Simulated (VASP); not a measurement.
Wanted: the native input for a VASP 6.6.1 run.

| Quantity | Value |
| --- | --- |
| Task | single point |
| Functional | PBE |
| Potentials or basis | VASP PAW PBE potentials, release 64 (Ta_pv, F) |
| Cutoff | 600 eV |
| k mesh | 3 × 3 × 3 |
| Occupations | gaussian, width 0.15 eV |
| Spin | no spin polarisation |
| Dipole correction | no |
| Further INCAR settings | ALGO = Normal; EDIFF = 1e-06; NBANDS = 28 |

The structure of TaF4 lies in POSCAR:

```
TaF4
1.0
    3.9147106931      0.0000000000      0.0000000000
    0.0000000000      3.9147106931      0.0000000000
    0.0000000000      0.0000000000      3.9147106931
Ta F
1 4
Direct
    0.0000000000      0.0000000000      0.0000000000
    0.5000000000      0.5000000000      0.5000000000
    0.0000000000      0.5000000000      0.5000000000
    0.5000000000      0.0000000000      0.5000000000
    0.5000000000      0.5000000000      0.0000000000
```

The cell was built from a structure type or drawn by symmetry, and may not be a known phase.

One way to write it, as run:

INCAR

```
SYSTEM = TaF4
PREC = Accurate
ENCUT = 600
EDIFF = 1E-6
ISMEAR = 0
SIGMA = 0.15
LREAL = .FALSE.
LASPH = .TRUE.
NELM = 120
ALGO = Normal
ISIF = 2
LWAVE = .FALSE.
LCHARG = .FALSE.
GGA = PE
NBANDS = 28
GGA_COMPAT = .FALSE.
```

KPOINTS

```
regular mesh
0
G
  3 3 3
  0 0 0
```

Potentials or basis: VASP PAW PBE potentials, release 64 (Ta_pv, F).

Launch:

```bash
$ cat potpaw_PBE.64/Ta_pv/POTCAR potpaw_PBE.64/F/POTCAR > POTCAR
$ mpirun -np 1 vasp_std > vasp.out
```

Results of the run:

| Quantity | Value |
| --- | --- |
| Pressure | -1.1 GPa |
| Band gap on the k mesh | zero (an odd number of electrons rules out a gap without spin polarisation) |

Caveat: the k points lie up to 0.54 Å⁻¹ apart, too coarse for converged energies and pressures of a metal; spin-orbit coupling is left out, which moves the levels of the heavy elements; an odd number of electrons without spin polarisation forces a metal; a magnetic or distorted state may lie lower.

Run time: 9.9 s on 1 thread of AMD EPYC 9R45 96-Core Processor (Zen 5), with other jobs on the host, peak memory 0.15 GiB.
